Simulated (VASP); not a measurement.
**NaCl: single point with LDA**

Crystal: NaCl.

```
Na Cl
1.0
     0.00000    2.73219    2.73219
     2.73219    0.00000    2.73219
     2.73219    2.73219    0.00000
Na Cl
1 1
Direct
  0.00000 0.00000 0.00000
  0.50000 0.50000 0.50000
```

- Program: VASP 6.6.1
- Task: single point
- Functional: LDA
- Potentials or basis: VASP PAW LDA potentials, release 64 (Na_pv, Cl)
- Cutoff: 520 eV
- k mesh: 8 × 8 × 8
- Occupations: gaussian, width 0.01 eV
- Spin: no spin polarisation
- Dipole correction: no
- Further INCAR settings: ALGO = Normal; EDIFF = 1e-07; NBANDS = 14

| Property | Result |
| --- | --- |
| Pressure | 0.0 GPa |
| Band gap on the k mesh | 5.08 eV |

Levels at points of the mesh, in eV from the valence-band top:
```
           k point  band 4  band 5  band 6  band 7  band 8  band 9  band 10  band 11
(0.00, 0.00, 0.00)  -12.82    0.00    0.00    0.00    5.08   10.93    10.93    10.93
(0.50, 0.00, 0.00)  -12.35   -2.33   -0.33   -0.33    7.05   10.90    10.90    11.05
(0.50, 0.50, 0.00)  -12.30   -2.01   -0.72   -0.72    7.44    7.63    11.62    15.19
```

Wall time 19 s on 1 thread of Intel Xeon 8259CL, with other jobs on the host, peak memory 0.14 GiB.

A hybrid or GW would open this gap; LDA tends to underestimate it.
